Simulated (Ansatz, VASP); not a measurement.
## One calculation of GaAs, two programs

File INCAR:

```
SYSTEM = GaAs
  PREC = Accurate
  ENCUT = 520
  EDIFF = 1E-6
  ISMEAR = 0
  SIGMA = 0.05
  LREAL = .FALSE.
  LASPH = .TRUE.
  NELM = 80
  ALGO = Normal
  ISIF = 2
  LWAVE = .FALSE.
  LCHARG = .FALSE.
  GGA = PE
  NBANDS = 16
```

The input KPOINTS:

```
regular mesh
0
G
  10 10 10
  0 0 0
```

Contents of POSCAR:

```
GaAs
1.0
    0.0000000000      2.8268505379      2.8268505379
    2.8268505379      0.0000000000      2.8268505379
    2.8268505379      2.8268505379      0.0000000000
Ga As
1 1
Direct
    0.0000000000      0.0000000000      0.0000000000
    0.7500000000      0.7500000000      0.7500000000
```

Input for Ansatz:

```yaml
crystal:
  lattice:
    - [0.0, 2.8268505379, 2.8268505379]
    - [2.8268505379, 0.0, 2.8268505379]
    - [2.8268505379, 2.8268505379, 0.0]
  atoms:
    - { symbol: Ga, position: [0.0, 0.0, 0.0] }
    - { symbol: As, position: [0.75, 0.75, 0.75] }
basis:
  ecutwfc: 420
  ecutrho_ratio: 4
kpoints:
  mp_grid: { grid: [10, 10, 10] }
hamiltonian:
  xc: pbe
scf:
  occupations: { method: gaussian, width: 0.05 }
output:
  forces: true
  stress: true
  eigenvalues: true
  eigenstates:
    nscf_kmesh: { grid: [18, 18, 18] }
    de_dk: true
    e_range: [-2.5, 3.016077513045]
  write_density: true
  write_potential: true
  elf: true
  volumetric_format: npy
```

Alike in both runs: task single point; functional PBE; k mesh 10 × 10 × 10; occupations gaussian, width 0.05 eV; no spin polarisation.

|  | VASP | Ansatz |
| --- | --- | --- |
| version | VASP 6.6.1 | Ansatz 0.2.0 |
| potentials or method | VASP PAW PBE potentials, release 64 (Ga_d, As), cutoff 520 eV | scalar-relativistic, plane waves, PAW |
| valence electrons in the cell | 18 | 28 |

```tsv
	VASP	Ansatz	Ansatz less VASP
gap on the k mesh at the Fermi level (eV)	0.52	0.52	-0.004
least direct gap on the mesh (eV)	0.52	0.52	-0.004
pressure (GPa)	3.5	3.3	-0.18
```

VASP's potentials hold 18 valence electrons a cell and Ansatz's 28, so a difference there can come from the potentials and not from the codes.
